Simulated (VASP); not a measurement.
# Sn in VASP: further runs, part 2 of 2

VASP 6.6.1. Earlier steps stand in the parts before.

### 4 Relaxation of cell and atoms, PBE

This run uses another cell than the first one: it holds 1 atom, not 2.

INCAR reads:

```
SYSTEM = Sn
PREC = Accurate ; ENCUT = 600
EDIFF = 1E-6 ; ISMEAR = 0
SIGMA = 0.1 ; LREAL = .False.
LASPH = .True. ; NELM = 60
ALGO = Normal ; ISIF = 3
LWAVE = .False. ; LCHARG = .False.
GGA = PE ; IBRION = 2
NSW = 100 ; EDIFFG = -0.01
```

KPOINTS reads:

```
regular mesh
0
Gamma
  14 14 14
  0 0 0
```

POSCAR reads:

```
Sn
1.0
    3.0845366498      0.0000000000      0.0000000000
    0.0000000000      3.0845366498      0.0000000000
    0.0000000000      0.0000000000      3.0845366498
Sn
1
Direct
    0.0000000000      0.0000000000      0.0000000000
```

Potentials or basis: VASP PAW PBE potentials, release 64 (Sn_d).

Run with:

```sh
> cat potpaw_PBE.64/Sn_d/POTCAR > POTCAR
> mpirun -np 1 vasp_std > vasp.out
```

OUTCAR:

```text
SYSTEM = Sn
   PREC = Accurate
   ENCUT = 600
   EDIFF = 1E-6
   ISMEAR = 0
   LREAL = .False.
   LASPH = .True.
   NELM = 60
   ISIF = 3
   GGA = PE
   IBRION = 2
   NSW = 100
   EDIFFG = -0.01

 ion  position               nearest neighbor table
   1  0.000  0.000  0.000-

  LATTYP: Found a simple cubic cell.
 ALAT       =     3.0845366498

  Lattice vectors:

 A1 = (   3.0845366498,   0.0000000000,   0.0000000000)
 A2 = (   0.0000000000,   3.0845366498,   0.0000000000)
 A3 = (   0.0000000000,   0.0000000000,   3.0845366498)

Analysis of symmetry for initial positions (statically):
=====================================================================
 Subroutine PRICEL returns:
 Original cell was already a primitive cell.

 Routine SETGRP: Setting up the symmetry group for a
 simple cubic supercell.

 Subroutine GETGRP returns: Found 48 space group operations
 (whereof 48 operations were pure point group operations)
 out of a pool of 48 trial point group operations.

The static configuration has the point symmetry O_h .

Analysis of symmetry for dynamics (positions and initial velocities):
=====================================================================
 Subroutine PRICEL returns:
 Original cell was already a primitive cell.

 Routine SETGRP: Setting up the symmetry group for a
 simple cubic supercell.

 Subroutine GETGRP returns: Found 48 space group operations
 (whereof 48 operations were pure point group operations)
 out of a pool of 48 trial point group operations.

The dynamic configuration has the point symmetry O_h .

 Subroutine INISYM returns: Found 48 space group operations
 (whereof 48 operations are pure point group operations),
 and found     1 'primitive' translations

[... 164 lines left out ...]
 -----------------------------------------------------------------------------------
      0.00000      0.00000      0.00000         0.000000      0.000000      0.000000
 -----------------------------------------------------------------------------------
    total drift:                               -0.000000     -0.000000     -0.000000

  FREE ENERGIE OF THE ION-ELECTRON SYSTEM (eV)
  ---------------------------------------------------
  free  energy   TOTEN  =        -3.7767792317 eV

  energy  without entropy=       -3.7741069935  energy(sigma->0) =       -3.77544311

--------------------------------------- Ionic step        2  -------------------------------------------

 number of electron      13.9999995 magnetization

 Free energy of the ion-electron system (eV)
  ---------------------------------------------------
  ext. energy  EPLUGINS =         0.00000000
  ---------------------------------------------------
  free energy    TOTEN  =        -3.77680495 eV

  energy without entropy =       -3.77412739  energy(sigma->0) =       -3.77546617

 E-fermi :   6.8649     XC(G=0):  -9.8832

 val. band max:        6.8442334054   @ k =   0.4286   0.3571   0.1429
 cond. band min:       6.8994005743   @ k =   0.2857   0.2857   0.1429
 fundamental gap:      0.0551671689
 Fermi energy:         6.8648939094

 k-point     1 :       0.0000    0.0000    0.0000
  band No.  band energies     occupation
      1     -14.6387      2.00000
      2     -14.6387      2.00000
      3     -14.2769      2.00000
      4     -14.2769      2.00000
      5     -14.2769      2.00000
      6      -3.6672      2.00000
      7      12.1955      0.00000
      8      12.1955      0.00000
      9      12.1955      0.00000
     10      15.5080      0.00000
     11      15.5080      0.00000
[... 309 lines left out ...]
 k-point    24 :       0.3571    0.2143    0.0000
  band No.  band energies     occupation
      1     -14.5539      2.00000
      2     -14.4011      2.00000
      3     -14.3492      2.00000
      4     -14.3489      2.00000
      5     -14.3063      2.00000
      6      -1.0337      2.00000
      7       4.8702      2.00000
      8       9.2871      0.00000
      9      14.7729      0.00000
     10      15.2235      0.00000
     11      18.0479      0.00000

 [... further k-points ...]
[... 5 lines left out ...]
  --------------------------------------------------------------------------------------
  -------------------------------------------------------------------------------------
  Total        0.0017180      0.0017180      0.0017180      0.0000000      0.0000000     -0.0000000
  in kB        0.0935353      0.0935353      0.0935353      0.0000000      0.0000000     -0.0000000
  external PRESSURE =       0.0935353 kB  Pullay stress =       0.0000000 kB

 VOLUME and BASIS-vectors are now :
 -----------------------------------------------------------------------------
  energy-cutoff  :      600.00
  volume of cell :       29.43
      direct lattice vectors                 reciprocal lattice vectors
     3.087334432  0.000000000  0.000000000     0.323904009  0.000000000 -0.000000000
    -0.000000000  3.087334432 -0.000000000    -0.000000000  0.323904009  0.000000000
     0.000000000 -0.000000000  3.087334432    -0.000000000  0.000000000  0.323904009

 POSITION                                       TOTAL-FORCE (eV/Angst)
 -----------------------------------------------------------------------------------
      0.00000      0.00000      0.00000        -0.000000      0.000000      0.000000
 -----------------------------------------------------------------------------------
    total drift:                               -0.000000     -0.000000     -0.000000

  FREE ENERGIE OF THE ION-ELECTRON SYSTEM (eV)
  ---------------------------------------------------
  free  energy   TOTEN  =        -3.7768049525 eV

  energy  without entropy=       -3.7741273901  energy(sigma->0) =       -3.77546617

 reached required accuracy - stopping structural energy minimisation
```

OSZICAR:

```text
N       E                     dE             d eps       ncg     rms          rms(c)
DAV:   1     0.770582659340E+02    0.77058E+02   -0.81253E+03  2658   0.201E+03
DAV:   2     0.124441389256E+01   -0.75814E+02   -0.74081E+02  2703   0.355E+02
DAV:   3    -0.366346864296E+01   -0.49079E+01   -0.48748E+01  3097   0.805E+01
DAV:   4    -0.377759968045E+01   -0.11413E+00   -0.11409E+00  3005   0.134E+01
DAV:   5    -0.378211482169E+01   -0.45151E-02   -0.45150E-02  3291   0.255E+00    0.155E+00
DAV:   6    -0.377696442889E+01    0.51504E-02   -0.12381E-02  3128   0.211E+00    0.877E-01
DAV:   7    -0.377671060886E+01    0.25382E-03   -0.88150E-03  3137   0.176E+00    0.114E-01
DAV:   8    -0.377678611463E+01   -0.75506E-04   -0.10400E-03  3063   0.581E-01    0.310E-02
DAV:   9    -0.377678064368E+01    0.54710E-05   -0.23635E-05  3368   0.724E-02    0.204E-02
DAV:  10    -0.377677870863E+01    0.19350E-05   -0.99239E-06  2907   0.544E-02    0.369E-03
DAV:  11    -0.377677923167E+01   -0.52303E-06   -0.30587E-07  1800   0.109E-02
   1 F= -.37767792E+01 E0= -.37754431E+01  d E =-.377678E+01
       N       E                     dE             d eps       ncg     rms          rms(c)
DAV:   1    -0.377792247727E+01   -0.11438E-02   -0.23132E-02  3081   0.317E+00    0.180E-01
DAV:   2    -0.377702536772E+01    0.89711E-03   -0.14074E-03  3030   0.804E-01    0.796E-02
DAV:   3    -0.377682070602E+01    0.20466E-03   -0.58694E-04  3739   0.478E-01    0.104E-02
DAV:   4    -0.377680723554E+01    0.13470E-04   -0.16360E-05  3039   0.623E-02    0.273E-03
DAV:   5    -0.377680540526E+01    0.18303E-05   -0.75579E-07  1813   0.109E-02    0.145E-03
DAV:   6    -0.377680495249E+01    0.45277E-06   -0.34546E-07  1449   0.108E-02
   2 F= -.37768050E+01 E0= -.37754662E+01  d E =-.257208E-04
```

Run time: 43 s. Hardware: 1 thread of Intel Xeon Platinum 8259CL at 2.50GHz (Skylake/Cascade Lake), shared host; peak memory 0.19 GiB.

Results:

| Quantity | Value |
| --- | --- |
| Free energy | -3.7768 eV |
| Relaxed volume | 29.43 Å³/atom |
| Relaxed cell | a = 3.087 Å, b = 3.087 Å, c = 3.087 Å, α = 90.00°, β = 90.00°, γ = 90.00° |
| Space group after relaxing (to 0.05 Å) | Pm-3m (No. 221) |
| Energy gained by relaxing | 0.0 meV/atom |
| Ionic steps | 2 |
| Pressure after relaxing | 0.0 GPa |
| Band gap on the k mesh | zero (band 7 reaches 12.20 eV, above the bottom of band 8 at 4.84 eV) |

Final structure:
```cif
data_structure
_symmetry_space_group_name_H-M 'P 1'
_symmetry_Int_Tables_number 1
_cell_length_a 3.0873
_cell_length_b 3.0873
_cell_length_c 3.0873
_cell_angle_alpha 90.000
_cell_angle_beta 90.000
_cell_angle_gamma 90.000
_cell_volume 29.43
loop_
_atom_site_label
_atom_site_type_symbol
_atom_site_fract_x
_atom_site_fract_y
_atom_site_fract_z
_atom_site_occupancy
Sn1 Sn 0.00000 0.00000 0.00000 1
```

Levels at points of the mesh, in eV from the Fermi level:
```
           k point  band 5  band 6  band 7  band 8  band 9  band 10
(0.00, 0.00, 0.00)  -21.14  -10.53    5.33    5.33    5.33     8.64
(0.50, 0.00, 0.00)  -21.13   -7.59   -4.40    7.82    7.82    11.44
(0.50, 0.50, 0.00)  -21.02   -4.46   -2.03   -2.03    2.97    10.50
(0.50, 0.50, 0.50)  -21.02   -0.87    0.24    0.24    0.24     5.92
```

Caveat: spin-orbit coupling is left out, which moves the levels of the heavy elements.

### 5 Single point, PBE

This run uses another cell than the first one: it holds 1 atom, not 2.

INCAR reads:

```
SYSTEM = Sn
  PREC = Accurate
  ENCUT = 520
  EDIFF = 1E-7
  ISMEAR = 0
  SIGMA = 0.1
  LREAL = .FALSE.
  LASPH = .TRUE.
  NELM = 80
  ALGO = Fast
  ISIF = 2
  LWAVE = .FALSE.
  LCHARG = .FALSE.
  GGA = PE
  NBANDS = 13
```

KPOINTS reads:

```
Automatic mesh
0
G
  18 18 18
  0 0 0
```

POSCAR reads:

```
Sn
1.0
    2.1816829920     -2.1832682497      0.0000000000
    2.1816829920      2.1832682497      0.0000000000
    0.0000000000      0.0000000000      3.0867304180
Sn
1
Direct
    0.5000000000      0.5000000000      0.5000000000
```

Run with:

```sh
> cat potpaw_PBE.64/Sn_d/POTCAR > POTCAR
> mpirun -np 1 vasp_std > vasp.out
```

Run time: 2.3 min. Hardware: 1 thread of Intel Xeon Platinum 8488C (Sapphire Rapids), shared host; peak memory 0.41 GiB.

Results (log left out):

| Item | Value |
| --- | --- |
| Free energy | -3.7758 eV |
| Pressure | 0.0 GPa |
| Band gap on the k mesh | zero (band 7 reaches 12.21 eV, above the bottom of band 8 at 4.84 eV) |

Levels at points of the mesh, in eV from the Fermi level:
```tsv
k point	band 3	band 4	band 5	band 6	band 7	band 8	band 9	band 10	band 11	band 12
(0.00, 0.00, 0.00)	-21.20	-21.20	-21.20	-10.59	5.28	5.28	5.28	8.59	8.59	9.86
(0.50, 0.00, 0.00)	-21.29	-21.27	-21.19	-7.65	-4.45	7.77	7.77	11.39	11.56	11.97
(0.50, 0.50, 0.00)	-21.28	-21.28	-21.08	-4.51	-2.09	-2.08	2.91	10.45	14.10	14.11
(0.00, 0.00, 0.50)	-21.29	-21.27	-21.19	-7.65	-4.45	7.77	7.77	11.39	11.57	11.97
(0.50, 0.00, 0.50)	-21.28	-21.28	-21.08	-4.52	-2.08	-2.08	2.91	10.46	14.10	14.10
(0.50, 0.50, 0.50)	-21.40	-21.07	-21.07	-0.91	0.19	0.19	0.20	5.86	5.87	5.87
```

Caveat: spin-orbit coupling is left out, which moves the levels of the heavy elements.

### 6 Summary

| task | cell | k mesh | cutoff (eV) | gap on the mesh (eV) | pressure (GPa) |
| --- | --- | --- | --- | --- | --- |
| single point | a = 4.431 Å, angles 58.2°, 2 atoms | 6 × 6 × 6 | 520 | none | 0.0 |
| single point | a = 3.088 Å, 1 atom | 14 × 14 × 14 | 520 | none | -0.1 |
| relaxation of cell and atoms | relaxed from a = 3.085 Å, 1 atom | 14 × 14 × 14 | 600 | none | 0.0 |
| single point | a = 3.086 Å, 1 atom | 18 × 18 × 18 | 520 | none | 0.0 |

Alike in all rows: level PBE; potentials or basis VASP PAW PBE potentials, release 64 (Sn_d); no spin polarisation; smearing gaussian 0.1 eV.

Caveats: spin-orbit coupling is left out, which moves the levels of the heavy elements.

Total energies depend on the potentials used, so only differences within one code and one set of settings carry meaning.
